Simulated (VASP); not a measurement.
# Ti8HO16 (a cell with a defect) in VASP: single point with PBEsol

Aim: the single point of Ti8HO16 (a cell with a defect) with PBEsol.

Program: VASP 6.6.1. These are calculated values, not measurements. Logs are shortened: lines on timing, memory, paths and dates and some standing lists are left out, and cuts for length are marked.

## (1) The cell of the first run

The cell holds a defect, 25 atoms: a = 5.946 Å, b = 6.575 Å, c = 6.575 Å, α = 90.00°, β = 90.00°, γ = 90.00°.

## (2) Single point, PBEsol, collinear spin

INCAR reads:

```
PREC = Accurate ; ENCUT = 520
EDIFF = 1E-6 ; ISMEAR = 0
SIGMA = 0.02 ; LREAL = Auto
LASPH = True ; NELM = 150
ALGO = Normal ; ISIF = 2
LWAVE = False ; LCHARG = False
ISPIN = 2 ; MAGMOM = 0 0 0 0 0 0 0 0 0 0 0 0 0 0 0 0 0 0 0 0 0 0 0 0 1
LORBIT = 11 ; LMAXMIX = 4
GGA = PS ; NBANDS = 118
```

KPOINTS reads:

```
Automatic mesh
0
Gamma
  2 2 2
```

POSCAR reads:

```
Ti8HO16
1.0
    5.9463200000      0.0000000000      0.0000000000
    0.0000000000      6.5747380000      0.0000000000
    0.0000000000      0.0000000000      6.5748040000
Ti O H
8 16 1
Direct
    0.5004456413      0.2350064455      0.2357646689
    0.0004456170      0.2713211310      0.2708811856
    0.2519656861      0.2462915686      0.7535618774
    0.2616391392      0.7392121194      0.2495836439
    0.0004066203      0.7393689453      0.7350666314
    0.5004039667      0.7474184078      0.7574592174
    0.7391747310      0.7391915964      0.2495830060
    0.7488248322      0.2464261695      0.7535230427
    0.2523712964      0.2532843469      0.0550233358
    0.5004174858      0.4419592801      0.7427663199
    0.2463843425      0.7531901975      0.5444365360
    0.0004092737      0.5560158131      0.2508233273
    0.5004112596      0.9400942146      0.2428180280
    0.0004178763      0.0498881976      0.7668813476
    0.2515602858      0.7422649341      0.9416676268
    0.2482484179      0.2418705089      0.4441841254
    0.7544333157      0.7531913064      0.5444350035
    0.0004068377      0.9528145262      0.2091023248
    0.7484398385      0.2532822067      0.0550124577
    0.5004050851      0.0514194840      0.7511475721
    0.0004028182      0.4414343463      0.7427669340
    0.5004009778      0.5489193520      0.2517420743
    0.7525683308      0.2418723463      0.4441717738
    0.7492574323      0.7422687375      0.9416692196
    1.0003910920      0.9727103185      1.0583502200
```

Potentials or basis: VASP PAW PBE potentials, release 64 (Ti_sv, O, H).

Run with:

```
$ cat potpaw_PBE.64/Ti_sv/POTCAR potpaw_PBE.64/O/POTCAR potpaw_PBE.64/H/POTCAR > POTCAR
$ mpirun -np 1 vasp_std > vasp.out
```

OUTCAR:

```text
PREC = Accurate
   ENCUT = 520
   EDIFF = 1E-6
   ISMEAR = 0
   LREAL = Auto
   LASPH = True
   NELM = 150
   ISIF = 2
   ISPIN = 2
   LORBIT = 11
   GGA = PS

 ion  position               nearest neighbor table
   1  0.500  0.235  0.236-  19 1.90   9 1.90  13 1.94  23 2.03  16 2.03  22 2.07
   2  0.000  0.271  0.271-  16 1.87  23 1.87  12 1.88   9 2.07  19 2.07  18 2.13
   3  0.252  0.246  0.754-  20 1.96  10 1.96  21 1.97  14 1.98   9 1.98  16 2.03
   4  0.262  0.739  0.250-  22 1.89  13 1.94  11 1.94  12 1.97  15 2.03  18 2.11   7 2.84
   5  0.000  0.739  0.735-  17 1.93  11 1.93  21 1.96  24 2.02  15 2.02  14 2.05
   6  0.500  0.747  0.757-  15 1.91  24 1.91  20 2.00  10 2.01  11 2.06  17 2.06
   7  0.739  0.739  0.250-  22 1.89  13 1.94  17 1.94  12 1.97  24 2.03  18 2.11   4 2.84
   8  0.749  0.246  0.754-  20 1.96  10 1.96  21 1.97  14 1.98  19 1.98  23 2.03
   9  0.252  0.253  0.055-   1 1.90   3 1.98   2 2.07
  10  0.500  0.442  0.743-   8 1.96   3 1.96   6 2.01
  11  0.246  0.753  0.544-   5 1.93   4 1.94   6 2.06
  12  0.000  0.556  0.251-   2 1.88   7 1.97   4 1.97
  13  0.500  0.940  0.243-   1 1.94   4 1.94   7 1.94
  14  0.000  0.050  0.767-   3 1.98   8 1.98   5 2.05
  15  0.252  0.742  0.942-   6 1.91   5 2.02   4 2.03
  16  0.248  0.242  0.444-   2 1.87   1 2.03   3 2.03
  17  0.754  0.753  0.544-   5 1.93   7 1.94   6 2.06
  18  0.000  0.953  0.209-  25 1.00   4 2.11   7 2.11   2 2.13
  19  0.748  0.253  0.055-   1 1.90   8 1.98   2 2.07
  20  0.500  0.051  0.751-   3 1.96   8 1.96   6 2.00
  21  0.000  0.441  0.743-   5 1.96   8 1.97   3 1.97
  22  0.500  0.549  0.252-   7 1.89   4 1.89   1 2.07
  23  0.753  0.242  0.444-   2 1.87   1 2.03   8 2.03
  24  0.749  0.742  0.942-   6 1.91   5 2.02   7 2.03
  25  0.000  0.973  0.058-  18 1.00

  LATTYP: Found a simple orthorhombic cell.
 ALAT       =     5.9463200000
 B/A-ratio  =     1.1056818335
 C/A-ratio  =     1.1056929328

  Lattice vectors:

 A1 = (   5.9463200000,   0.0000000000,   0.0000000000)
 A2 = (   0.0000000000,   6.5747380000,   0.0000000000)
 A3 = (   0.0000000000,   0.0000000000,   6.5748040000)

Analysis of symmetry for initial positions (statically):
=====================================================================
 Subroutine PRICEL returns:
 Original cell was already a primitive cell.

 Routine SETGRP: Setting up the symmetry group for a
 simple orthorhombic supercell.

 Subroutine GETGRP returns: Found  1 space group operations
 (whereof  1 operations were pure point group operations)
 out of a pool of  8 trial point group operations.

The static configuration has the point symmetry C_1 .

Analysis of symmetry for dynamics (positions and initial velocities):
=====================================================================
 Subroutine PRICEL returns:
 Original cell was already a primitive cell.

 Routine SETGRP: Setting up the symmetry group for a
 simple orthorhombic supercell.

 Subroutine GETGRP returns: Found  1 space group operations
 (whereof  1 operations were pure point group operations)
 out of a pool of  8 trial point group operations.

The dynamic configuration has the point symmetry C_1 .

Analysis of structural, dynamic, and magnetic symmetry:
=====================================================================
 Subroutine PRICEL returns:
 Original cell was already a primitive cell.

 Routine SETGRP: Setting up the symmetry group for a
 simple orthorhombic supercell.

 Subroutine GETGRP returns: Found  1 space group operations
 (whereof  1 operations were pure point group operations)
 out of a pool of  8 trial point group operations.

The overall configuration has the point symmetry C_1 .

 Subroutine INISYM returns: Found  1 space group operations
 (whereof  1 operations are pure point group operations),
 and found     1 'primitive' translations

----------------------------------------------------------------------------------------

                                     Primitive cell

  volume of cell :     257.0452

  direct lattice vectors                    reciprocal lattice vectors
     5.946320000  0.000000000  0.000000000     0.168171239  0.000000000  0.000000000
     0.000000000  6.574738000  0.000000000     0.000000000  0.152097316  0.000000000
     0.000000000  0.000000000  6.574804000     0.000000000  0.000000000  0.152095789

  length of vectors
[... 100 lines left out ...]
   NGXF,Y,Z  is equivalent  to a cutoff of  26.84, 25.29, 25.29 a.u.
 SYSTEM =  unknown system
   PREC   = accura    normal or accurate (medium, high low for compatibility)
   ISTART =      0    job   : 0-new  1-cont  2-samecut
   ICHARG =      2    charge: 1-file 2-atom 10-const
   ISPIN  =      2    spin polarized calculation?
   LNONCOLLINEAR =      F non collinear calculations
   LSORBIT =      F    spin-orbit coupling
   LASPH  =      T    aspherical Exc in radial PAW
   ENCUT  =  520.0 eV  38.22 Ry    6.18 a.u.  11.06 12.22 12.22*2*pi/ulx,y,z
   NELM   =    150;   NELMIN=  2; NELMDL= -5     # of ELM steps
   EDIFF  = 0.1E-05   stopping-criterion for ELM
   LREAL  =      T    real-space projection
   EDIFFG = 0.1E-04   stopping-criterion for IOM
   NSW    =      0    number of steps for IOM
   IBRION =     -1    ionic relax: 0-MD 1-quasi-New 2-CG
   NFREE  =      0    steps in history (QN), initial steepest desc. (CG)
   ISIF   =      2    stress and relaxation
   ISYM   =      2    0-nonsym 1-usesym 2-fastsym
   POTIM  = 0.5000    time-step for ionic-motion
   TEBEG  =    0.0;   TEEND  =   0.0 temperature during run
   PSTRESS=    0.0 pullay stress
   NELECT =     193.0000    total number of electrons
   NUPDOWN=      -1.0000    fix difference up-down
   EMIN   =  10.00;   EMAX   =-10.00  energy-range for DOS
   EFERMI =   0.00;   METHOD = LEGACY
   ISMEAR =     0;   SIGMA  =   0.02  broadening in eV -4-tet -1-fermi 0-gaus
   EFERMI_NEDOS =   21; number of points for ismear=-14 and -15
   IALGO  =     38    algorithm
   IMIX   =      4    mixing-type and parameters
     AMIX     =   0.40;   BMIX     =  1.00
     AMIX_MAG =   1.60;   BMIX_MAG =  1.00
  volume/ion in A,a.u.               =      10.28        69.39
  Fermi-wavevector in a.u.,A,eV,Ry     =   1.487958  2.811833 30.123569  2.214020
  Thomas-Fermi vector in A             =   2.601053
   LORBIT       =     11    0 simple, 1 ext, 2 COOP (PROOUT), +10 PAW based schemes
   GGA     = PS    functional components
   LHFCALC =     F    Hartree Fock is set to
   AEXX    =    0.0000 exact exchange contribution
   IVDW    =     0    specifies the selected vdW correction
   LEPSILON=     F    determine dielectric tensor
   LRPA    =     F    only Hartree local field effects (RPA)
 spin polarized calculation
 Gauss-broadening in eV      SIGMA  =   0.02
  energy-cutoff  :      520.00
  volume of cell :      257.05
 maximum number of plane-waves:      6952
 NGX is ok and might be reduce to    48
   NGX = 23   NGY = 25   NGZ = 25

 number of electron     192.9999970 magnetization      -0.0001429

 number of electron     192.9999970 magnetization       0.0008686

 Free energy of the ion-electron system (eV)
  ---------------------------------------------------
  ext. energy  EPLUGINS =         0.00000000
  ---------------------------------------------------
  free energy    TOTEN  =      -227.34124549 eV

  energy without entropy =     -227.33413459  energy(sigma->0) =     -227.33769004

 E-fermi :   6.5183     XC(G=0): -11.5875

 val. band max:        6.5181042332   @ k =   0.0000   0.0000   0.5000
 cond. band min:       6.5301365460   @ k =   0.0000   0.5000   0.0000
 fundamental gap:      0.0120323128
 Fermi energy:         6.5182813359

 spin component 1

 k-point     1 :       0.0000    0.0000    0.0000
  band No.  band energies     occupation
      1     -51.9895      1.00000
      2     -51.9799      1.00000
      3     -51.9422      1.00000
      4     -51.9380      1.00000
      5     -51.9303      1.00000
      6     -51.8900      1.00000
[... 877 lines left out ...]
    107       7.7161      0.00000
    108       7.7201      0.00000
 Fermi energy:         6.5182813359

 spin component 2

 k-point     1 :       0.0000    0.0000    0.0000
  band No.  band energies     occupation
      1     -51.9894      1.00000
      2     -51.9796      1.00000
      3     -51.9419      1.00000
      4     -51.9380      1.00000
      5     -51.9303      1.00000
      6     -51.8899      1.00000
[... 877 lines left out ...]
    107       7.7162      0.00000
    108       7.7202      0.00000
 [bands above 108 left out]

------------------------ aborting loop because EDIFF is reached ----------------------------------------

  FORCE on cell =-STRESS in cart. coord.  units (eV):
  Direction    XX          YY          ZZ          XY          YZ          ZX
  --------------------------------------------------------------------------------------
  -------------------------------------------------------------------------------------
  Total       -7.7888637     -2.2854944     -9.2708788     -0.0062369      1.9726381      0.0038799
  in kB      -48.5484254    -14.2456148    -57.7859087     -0.0388747     12.2955641      0.0241838
  external PRESSURE =     -40.1933163 kB  Pullay stress =       0.0000000 kB

 VOLUME and BASIS-vectors are now :
 -----------------------------------------------------------------------------
  energy-cutoff  :      520.00
  volume of cell :      257.05
      direct lattice vectors                 reciprocal lattice vectors
     5.946320000  0.000000000  0.000000000     0.168171239  0.000000000  0.000000000
     0.000000000  6.574738000  0.000000000     0.000000000  0.152097316  0.000000000
     0.000000000  0.000000000  6.574804000     0.000000000  0.000000000  0.152095789

 POSITION                                       TOTAL-FORCE (eV/Angst)
 -----------------------------------------------------------------------------------
      2.97581      1.54511      1.55011         0.001685     -0.004665      0.035357
      0.00265      1.78387      1.78099         0.002031      0.006203     -0.017857
      1.49827      1.61930      4.95452        -0.007030     -0.000115      0.000309
      1.55579      4.86013      1.64096        -0.009327      0.047876     -0.006035
      0.00242      4.86116      4.83292        -0.000150      0.011734     -0.013465
      2.97556      4.91408      4.98015        -0.000388      0.004365      0.009261
[... 17 lines left out ...]
      4.45532      4.88022      6.19129         0.006341      0.009321     -0.087123
      0.00233      6.39532      0.38364        -0.000904      0.018737     -0.085416
 -----------------------------------------------------------------------------------
    total drift:                                0.020372      0.013653      0.024671

  FREE ENERGIE OF THE ION-ELECTRON SYSTEM (eV)
  ---------------------------------------------------
  free  energy   TOTEN  =      -227.3412454938 eV

  energy  without entropy=     -227.3341345862  energy(sigma->0) =     -227.33769004

 total charge

# of ion       s       p       d       tot
------------------------------------------
    1        2.219   6.288   1.742  10.248
    2        2.226   6.294   1.792  10.312
    3        2.214   6.284   1.714  10.212
    4        2.218   6.286   1.768  10.272
    5        2.215   6.282   1.733  10.230
    6        2.212   6.273   1.724  10.208
[... 17 lines left out ...]
   24        1.565   3.471   0.000   5.035
   25        0.569   0.117   0.000   0.685
--------------------------------------------------
tot         43.347 106.104  13.955 163.406

 magnetization (x)

# of ion       s       p       d       tot
------------------------------------------
    1       -0.000   0.000   0.000   0.000
    2       -0.000   0.000   0.000   0.000
    3        0.000   0.000   0.000   0.000
    4        0.000   0.000   0.000   0.000
    5        0.000   0.000   0.000   0.000
    6        0.000   0.000   0.000   0.000
[... 17 lines left out ...]
   24       -0.000  -0.000   0.000  -0.000
   25        0.000   0.000   0.000   0.000
--------------------------------------------------
tot         -0.000  -0.000   0.001   0.001
```

Wall time 48 min (1 thread of Oxide Virtual Turin-like, shared host); peak memory 0.6 GiB.

Results:

* Free energy: -227.3412 eV
* Pressure: -4.0 GPa
* Largest force: 0.118 eV/Å
* Net moment: 0.00 μB per cell
* Valence electrons inside the program's atomic spheres: Ti 10.25, 10.31, 10.21, 10.27, 10.23 (each value once); O 5.04, 5.03, 5.07, 5.06, 5.13, 5.05 (each value once); H 0.69

Forces in eV/Å, atoms in the order of the input:
```
Ti   0.002 -0.005  0.035
Ti   0.002  0.006 -0.018
Ti  -0.007  0.000  0.000
Ti  -0.009  0.048 -0.006
Ti   0.000  0.012 -0.013
Ti   0.000  0.004  0.009
Ti   0.004  0.047 -0.011
Ti   0.013  0.002 -0.002
O   -0.021 -0.006 -0.017
O    0.000  0.061 -0.010
O   -0.013 -0.009  0.094
O    0.000 -0.055  0.029
O    0.001  0.049 -0.022
O   -0.001 -0.060  0.004
O   -0.007  0.009 -0.089
O    0.026  0.005  0.030
O    0.011 -0.009  0.094
O   -0.001  0.009  0.064
O    0.023 -0.005 -0.017
O   -0.001 -0.071  0.003
O    0.001  0.050  0.000
O   -0.001 -0.117 -0.015
O   -0.026  0.006  0.029
O    0.006  0.009 -0.087
H   -0.001  0.019 -0.085
```

Levels at points of the mesh, in eV from the Fermi level:
Spin up:
```tsv
k point	band 94	band 95	band 96	band 97	band 98	band 99
(0.00, 0.00, 0.00)	-2.63	-2.51	-2.12	-0.03	-0.01	0.03
(0.50, 0.00, 0.00)	-3.28	-2.72	-2.48	0.31	0.37	0.39
(0.00, 0.50, 0.00)	-3.04	-2.61	-2.40	0.01	0.07	0.15
(0.00, 0.00, 0.50)	-2.96	-2.55	-2.48	0.00	0.04	0.15
(0.50, 0.50, 0.00)	-2.71	-2.65	-2.61	0.22	0.31	0.37
(0.50, 0.00, 0.50)	-2.75	-2.69	-2.58	0.30	0.33	0.34
(0.00, 0.50, 0.50)	-2.85	-2.73	-2.65	-0.01	0.00	0.01
(0.50, 0.50, 0.50)	-2.81	-2.80	-2.75	0.36	0.54	0.57
```
Spin down:
```csv
k point,band 92,band 93,band 94,band 95,band 96,band 97,band 98,band 99,band 100,band 101
"(0.00, 0.00, 0.00)",-2.72,-2.69,-2.63,-2.51,-2.12,-0.03,-0.01,0.03,0.19,0.48
"(0.50, 0.00, 0.00)",-3.35,-3.32,-3.28,-2.72,-2.48,0.31,0.37,0.39,0.55,0.64
"(0.00, 0.50, 0.00)",-3.15,-3.12,-3.04,-2.61,-2.40,0.01,0.07,0.15,0.21,0.58
"(0.00, 0.00, 0.50)",-3.11,-3.07,-2.96,-2.55,-2.48,0.00,0.04,0.15,0.26,0.47
"(0.50, 0.50, 0.00)",-3.14,-3.07,-2.71,-2.65,-2.61,0.22,0.31,0.37,0.44,0.72
"(0.50, 0.00, 0.50)",-3.14,-2.89,-2.75,-2.69,-2.58,0.31,0.33,0.34,0.36,0.49
"(0.00, 0.50, 0.50)",-2.98,-2.96,-2.85,-2.73,-2.65,-0.01,0.00,0.01,0.07,0.50
"(0.50, 0.50, 0.50)",-2.90,-2.86,-2.81,-2.80,-2.75,0.36,0.54,0.57,0.62,0.65
```

Caveat: the k points lie up to 0.53 Å⁻¹ apart; the PAW data sets were made with another functional, which shifts forces and pressure a little; semilocal functionals often make such compounds metallic where correlation or magnetic order opens a gap, which also shifts bond lengths.
